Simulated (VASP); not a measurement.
Here is a VASP 6.6.1 calculation.

The input INCAR:

```
SYSTEM = Sr
ALGO     = Normal         ! electronic algorithm
EDIFF    = 1E-7           ! SCF threshold, eV
ENCUT    = 520            ! plane-wave cutoff, eV
GGA      = PE             ! functional
ISIF     = 2              ! what is computed and relaxed
ISMEAR   = -1             ! smearing method
LASPH    = .True.         ! aspherical terms in the spheres
LCHARG   = .False.        ! write CHGCAR
LREAL    = .False.        ! projectors in reciprocal space
LWAVE    = .False.        ! write WAVECAR
NBANDS   = 11             ! bands
NELM     = 80             ! most SCF steps
PREC     = Accurate       ! precision mode
SIGMA    = 0.1            ! smearing width, eV
```

File KPOINTS:

```
k-points
0
Gamma
  10 10 10
  0 0 0
```

POSCAR

```
Sr
1.0
    0.0000000000      3.0191365063      3.0191365063
    3.0191365063      0.0000000000      3.0191365063
    3.0191365063      3.0191365063      0.0000000000
Sr
1
Direct
    0.0000000000      0.0000000000      0.0000000000
```

Potentials or basis: VASP PAW PBE potentials, release 64 (Sr_sv).

The run is started by

```console
$ cat potpaw_PBE.64/Sr_sv/POTCAR > POTCAR
$ mpirun -np 1 vasp_std > vasp.out
```

Estimate the band gap on the k mesh.

zero (band 5 reaches 1.62 eV, above the bottom of band 6 at 1.58 eV).

Estimate the pressure.

0.0 GPa.
